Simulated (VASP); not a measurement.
# Al2Au (d3) (Fm-3m) in VASP: a series of runs

Al2Au (d3) is run at these levels: PBE+D3(BJ); tasks: single point, relaxation of cell and atoms.

Everything below comes from runs of VASP 6.6.1. Logs are shortened: lines on timing, memory, paths and dates and some standing lists are left out, and cuts for length are marked.

## 1. The cell of the first run

The structure is cubic, space group Fm-3m (No. 225). The conventional cell has a = 6.005 Å, b = 6.005 Å, c = 6.005 Å, α = 90.00°, β = 90.00°, γ = 90.00°. Al (site symmetry -43m) has 4 Au at 2.60 Å and 6 Al at 3.00 Å within 3.4 Å. Within 3.4 Å of Au (site symmetry m-3m) lie 8 Al at 2.60 Å.

## 2. Single point, PBE+D3(BJ)

INCAR reads:

```
ALGO     = Normal         # electronic algorithm
EDIFF    = 1E-6           # SCF threshold, eV
ENCUT    = 520            # plane-wave cutoff, eV
GGA      = PE             # functional
ISIF     = 2              # what is computed and relaxed
ISMEAR   = 0              # smearing method
IVDW     = 12             # dispersion correction
LASPH    = True           # aspherical terms in the spheres
LCHARG   = True           # write CHGCAR
LELF     = True           # ELF
LREAL    = False          # projectors in reciprocal space
LVHAR    = True         
LWAVE    = False          # write WAVECAR
NBANDS   = 16             # bands
NELM     = 80             # most SCF steps
PREC     = Accurate       # precision mode
SIGMA    = 0.1            # smearing width, eV
```

KPOINTS reads:

```
k-points
0
Gamma
  6 6 6
```

POSCAR reads:

```
Al2Au
1.0
    0.0000000000      3.0023346600      3.0023346600
    3.0023346600      0.0000000000      3.0023346600
    3.0023346600      3.0023346600      0.0000000000
Al Au
2 1
Direct
    0.2500000000      0.2500000000      0.2500000000
    0.7500000000      0.7500000000      0.7500000000
    0.0000000000      0.0000000000      0.0000000000
```

Potentials or basis: VASP PAW PBE potentials, release 64 (Al, Au).

Run with:

```
$ cat potpaw_PBE.64/Al/POTCAR potpaw_PBE.64/Au/POTCAR > POTCAR
$ mpirun -np 1 vasp_std > vasp.out
```

OUTCAR:

```text
EDIFF = 1E-6
   ENCUT = 520
   GGA = PE
   ISIF = 2
   ISMEAR = 0
   IVDW = 12
   LASPH = True
   LREAL = False
   NELM = 80
   PREC = Accurate
 IVDW          = 12

 ion  position               nearest neighbor table
   1  0.250  0.250  0.250-   3 2.60   3 2.60   3 2.60   3 2.60   2 3.00   2 3.00   2 3.00   2 3.00
                             2 3.00   2 3.00
   2  0.750  0.750  0.750-   3 2.60   3 2.60   3 2.60   3 2.60   1 3.00   1 3.00   1 3.00   1 3.00
                             1 3.00   1 3.00
   3  0.000  0.000  0.000-   2 2.60   2 2.60   2 2.60   1 2.60   2 2.60   1 2.60   1 2.60   1 2.60

  LATTYP: Found a face centered cubic cell.
 ALAT       =     6.0046693200

  Lattice vectors:

 A1 = (   0.0000000000,   3.0023346600,   3.0023346600)
 A2 = (   3.0023346600,   0.0000000000,   3.0023346600)
 A3 = (   3.0023346600,   3.0023346600,   0.0000000000)

Analysis of symmetry for initial positions (statically):
=====================================================================
 Subroutine PRICEL returns:
 Original cell was already a primitive cell.

 Routine SETGRP: Setting up the symmetry group for a
 face centered cubic supercell.

 Subroutine GETGRP returns: Found 48 space group operations
[... 9 lines left out ...]

 Routine SETGRP: Setting up the symmetry group for a
 face centered cubic supercell.

 Subroutine GETGRP returns: Found 48 space group operations
[... 11 lines left out ...]
                                     Primitive cell

  volume of cell :      54.1262

  direct lattice vectors                    reciprocal lattice vectors
     0.000000000  3.002334660  3.002334660    -0.166537064  0.166537064  0.166537064
     3.002334660  0.000000000  3.002334660     0.166537064 -0.166537064  0.166537064
     3.002334660  3.002334660  0.000000000     0.166537064  0.166537064 -0.166537064

  length of vectors
     4.245942395  4.245942395  4.245942395     0.288450657  0.288450657  0.288450657

  position of ions in fractional coordinates (direct lattice)
     0.250000000  0.250000000  0.250000000
     0.750000000  0.750000000  0.750000000
     0.000000000  0.000000000  0.000000000

  ion indices of the primitive-cell ions
   primitive index   ion index
                 1           1
                 2           2
                 3           3

----------------------------------------------------------------------------------------

 KPOINTS: k-points

Automatic generation of k-mesh.
 Grid dimensions read from file:
 generate k-points for:    6    6    6

 Generating k-lattice:

  Cartesian coordinates                     Fractional coordinates (reciprocal lattice)
    -0.027756177  0.027756177  0.027756177     0.166666667  0.000000000  0.000000000
     0.027756177 -0.027756177  0.027756177     0.000000000  0.166666667  0.000000000
     0.027756177  0.027756177 -0.027756177     0.000000000  0.000000000  0.166666667

  Length of vectors
     0.048075109  0.048075109  0.048075109

  Shift w.r.t. Gamma in fractional coordinates (k-lattice)
     0.000000000  0.000000000  0.000000000

 Subroutine IBZKPT returns following result:
 ===========================================

 Found     16 irreducible k-points:

 Following reciprocal coordinates:
            Coordinates               Weight
  0.000000  0.000000  0.000000      1.000000
  0.166667  0.000000  0.000000      8.000000
  0.333333  0.000000  0.000000      8.000000
  0.500000  0.000000  0.000000      4.000000
  0.166667  0.166667  0.000000      6.000000
  0.333333  0.166667  0.000000     24.000000
[... 8 lines left out ...]
 -0.333333  0.333333  0.166667     24.000000
 -0.333333  0.500000  0.166667     12.000000
   k-points           NKPTS =     16   k-points in BZ     NKDIM =     16   number of bands    NBANDS=     16
   number of dos      NEDOS =    301   number of ions     NIONS =      3
   total plane-waves  NPLWV =  32768
   dimension x,y,z NGX =    32 NGY =   32 NGZ =   32
   dimension x,y,z NGXF=    64 NGYF=   64 NGZF=   64
   ions per type =               2   1
   NGX,Y,Z   is equivalent  to a cutoff of  12.53, 12.53, 12.53 a.u.
   NGXF,Y,Z  is equivalent  to a cutoff of  25.06, 25.06, 25.06 a.u.
 SYSTEM =  unknown system
   PREC   = accura    normal or accurate (medium, high low for compatibility)
   ISTART =      0    job   : 0-new  1-cont  2-samecut
   ICHARG =      2    charge: 1-file 2-atom 10-const
   ISPIN  =      1    spin polarized calculation?
   LNONCOLLINEAR =      F non collinear calculations
   LSORBIT =      F    spin-orbit coupling
   LASPH  =      T    aspherical Exc in radial PAW
   ENCUT  =  520.0 eV  38.22 Ry    6.18 a.u.   7.89  7.89  7.89*2*pi/ulx,y,z
   NELM   =     80;   NELMIN=  2; NELMDL= -5     # of ELM steps
   EDIFF  = 0.1E-05   stopping-criterion for ELM
   LREAL  =      F    real-space projection
   EDIFFG = 0.1E-04   stopping-criterion for IOM
   NSW    =      0    number of steps for IOM
   IBRION =     -1    ionic relax: 0-MD 1-quasi-New 2-CG
   NFREE  =      0    steps in history (QN), initial steepest desc. (CG)
   ISIF   =      2    stress and relaxation
   ISYM   =      2    0-nonsym 1-usesym 2-fastsym
   POTIM  = 0.5000    time-step for ionic-motion
   TEBEG  =    0.0;   TEEND  =   0.0 temperature during run
   PSTRESS=    0.0 pullay stress
   NELECT =      17.0000    total number of electrons
   NUPDOWN=      -1.0000    fix difference up-down
   EMIN   =  10.00;   EMAX   =-10.00  energy-range for DOS
   EFERMI =   0.00;   METHOD = LEGACY
   ISMEAR =     0;   SIGMA  =   0.10  broadening in eV -4-tet -1-fermi 0-gaus
   EFERMI_NEDOS =   21; number of points for ismear=-14 and -15
   IALGO  =     38    algorithm
   IMIX   =      4    mixing-type and parameters
     AMIX     =   0.40;   BMIX     =  1.00
     AMIX_MAG =   1.60;   BMIX_MAG =  1.00
  volume/ion in A,a.u.               =      18.04       121.75
  Fermi-wavevector in a.u.,A,eV,Ry     =   1.112813  2.102911 16.848801  1.238352
  Thomas-Fermi vector in A             =   2.249391
   LORBIT       =      0    0 simple, 1 ext, 2 COOP (PROOUT), +10 PAW based schemes
   GGA     = PE    functional components
   LHFCALC =     F    Hartree Fock is set to
   AEXX    =    0.0000 exact exchange contribution
   IVDW    =    12    specifies the selected vdW correction
   LEPSILON=     F    determine dielectric tensor
   LRPA    =     F    only Hartree local field effects (RPA)
 non-spin polarized calculation
 Gauss-broadening in eV      SIGMA  =   0.10
  energy-cutoff  :      520.00
  volume of cell :       54.13
 maximum number of plane-waves:      1470
   NGX = 15   NGY = 15   NGZ = 15

 number of electron      17.0000001 magnetization

 Free energy of the ion-electron system (eV)
  ---------------------------------------------------
  ext. energy  EPLUGINS =         0.00000000
  ---------------------------------------------------
  free energy    TOTEN  =       -12.01277717 eV

  energy without entropy =      -12.00513989  energy(sigma->0) =      -12.00895853

 E-fermi :   7.6549     XC(G=0): -10.5159

 val. band max:        7.6393009866   @ k =   0.3333   0.1667   0.0000
 cond. band min:       8.1296459664   @ k =   0.5000   0.0000   0.0000
 fundamental gap:      0.4903449799
 Fermi energy:         7.6549065992

 k-point     1 :       0.0000    0.0000    0.0000
  band No.  band energies     occupation
      1      -2.7658      2.00000
      2       1.1829      2.00000
      3       1.1829      2.00000
      4       1.1829      2.00000
      5       2.1375      2.00000
      6       2.1375      2.00000
[... 8 lines left out ...]
     15      13.5043      0.00000
     16      13.5043      0.00000

 k-point     2 :       0.1667    0.0000    0.0000
  band No.  band energies     occupation
      1      -2.4063      2.00000
      2       1.0751      2.00000
      3       1.2668      2.00000
      4       1.2668      2.00000
      5       2.1251      2.00000
      6       2.1251      2.00000
[... 8 lines left out ...]
     15      13.2348      0.00000
     16      13.4596      0.00000

 k-point     3 :       0.3333    0.0000    0.0000
  band No.  band energies     occupation
      1      -1.4452      2.00000
      2       0.9641      2.00000
      3       1.3932      2.00000
      4       1.3932      2.00000
      5       2.1773      2.00000
      6       2.1773      2.00000
[... 8 lines left out ...]
     15      15.1103      0.00000
     16      15.2445      0.00000

 k-point     4 :       0.5000    0.0000    0.0000
  band No.  band energies     occupation
      1      -0.7210      2.00000
      2       1.3191      2.00000
      3       1.4247      2.00000
      4       1.4247      2.00000
      5       2.2579      2.00000
      6       2.2579      2.00000
[... 8 lines left out ...]
     15      16.6042      0.00000
     16      17.5803      0.00000

 k-point     5 :       0.1667    0.1667    0.0000
  band No.  band energies     occupation
      1      -2.2811      2.00000
      2       0.9930      2.00000
      3       1.3305      2.00000
      4       1.3305      2.00000
      5       2.0059      2.00000
      6       2.2107      2.00000
[... 8 lines left out ...]
     15      14.4610      0.00000
     16      14.4610      0.00000

 k-point     6 :       0.3333    0.1667    0.0000
  band No.  band energies     occupation
      1      -1.4858      2.00000
      2       0.8295      2.00000
      3       1.4669      2.00000
      4       1.4861      2.00000
      5       1.9837      2.00000
      6       2.2751      2.00000
[... 8 lines left out ...]
     15      16.2845      0.00000
     16      16.3211      0.00000
[... 115 lines left out ...]
 k-point    13 :       0.5000    0.5000    0.0000
  band No.  band energies     occupation
      1       0.4797      2.00000
      2       0.6979      2.00000
      3       1.5388      2.00000
      4       1.9908      2.00000
      5       1.9908      2.00000
      6       2.4408      2.00000
[... 8 lines left out ...]
     15      18.1317      0.00000
     16      18.1410      0.00000

 k-point    14 :       0.5000    0.3333    0.1667
  band No.  band energies     occupation
      1      -0.5507      2.00000
      2       0.7081      2.00000
      3       1.4631      2.00000
      4       1.7193      2.00000
      5       2.0691      2.00000
      6       2.2812      2.00000
[... 8 lines left out ...]
     15      16.1582      0.00000
     16      17.2780      0.00000

 k-point    15 :      -0.3333    0.3333    0.1667
  band No.  band energies     occupation
      1       0.1730      2.00000
      2       0.8183      2.00000
      3       1.5015      2.00000
      4       1.8071      2.00000
      5       1.8926      2.00000
      6       2.3771      2.00000
[... 8 lines left out ...]
     15      16.4413      0.00000
     16      18.5517      0.00000

 k-point    16 :      -0.3333    0.5000    0.1667
  band No.  band energies     occupation
      1       0.5901      2.00000
      2       0.9687      2.00000
      3       1.0724      2.00000
      4       1.9899      2.00000
      5       1.9910      2.00000
      6       2.5883      2.00000
[... 8 lines left out ...]
     15      18.3287      0.00000
     16      18.8237      0.00000

------------------------ aborting loop because EDIFF is reached ----------------------------------------

 Edisp (eV)   -1.20383

 E8    (eV) :    -0.5426

  FORCE on cell =-STRESS in cart. coord.  units (eV):
  Direction    XX          YY          ZZ          XY          YZ          ZX
  --------------------------------------------------------------------------------------
  -------------------------------------------------------------------------------------
  Total      -0.30147    -0.30147    -0.30147     0.00000    -0.00000    -0.00000
  in kB      -8.92382    -8.92382    -8.92382     0.00000    -0.00000    -0.00000
  external pressure =       -8.92 kB  Pullay stress =        0.00 kB

 VOLUME and BASIS-vectors are now :
 -----------------------------------------------------------------------------
  energy-cutoff  :      520.00
  volume of cell :       54.13
      direct lattice vectors                 reciprocal lattice vectors
     0.000000000  3.002334660  3.002334660    -0.166537064  0.166537064  0.166537064
     3.002334660  0.000000000  3.002334660     0.166537064 -0.166537064  0.166537064
     3.002334660  3.002334660  0.000000000     0.166537064  0.166537064 -0.166537064

 POSITION                                       TOTAL-FORCE (eV/Angst)
 -----------------------------------------------------------------------------------
      1.50117      1.50117      1.50117        -0.000000     -0.000000     -0.000000
      4.50350      4.50350      4.50350         0.000000      0.000000      0.000000
      0.00000      0.00000      0.00000        -0.000000     -0.000000      0.000000
 -----------------------------------------------------------------------------------
    total drift:                                0.000000     -0.000000      0.000000

  FREE ENERGIE OF THE ION-ELECTRON SYSTEM (eV)
  ---------------------------------------------------
  free  energy   TOTEN  =       -13.2166103651 eV

  energy  without entropy=      -13.2089730860  energy(sigma->0) =      -13.21279173
```

Wall time 11 s (1 thread of Intel Xeon Platinum 8375C at 2.90GHz (Ice Lake), shared host); peak memory 0.19 GiB.

What came out:

```yaml
Free_energy: -13.2166 eV
Pressure: -0.9 GPa
Dispersion_energy_per_atom: -0.401 eV
```

Levels at points of the mesh, in eV from the Fermi level:
```
           k point  band 7  band 8  band 9  band 10  band 11  band 12
(0.00, 0.00, 0.00)    2.34    3.07    3.07     3.07     4.01     4.01
(0.50, 0.00, 0.00)   -5.33    0.47    0.47     3.40     3.69     3.92
(0.50, 0.50, 0.00)   -4.90   -1.99   -1.99     1.36     2.21     7.76
```

Caveat: spin-orbit coupling is left out, which moves the levels of the heavy elements; pairwise dispersion overbinds metals, which lowers pressure and volume.

[end of part 1 of 3]
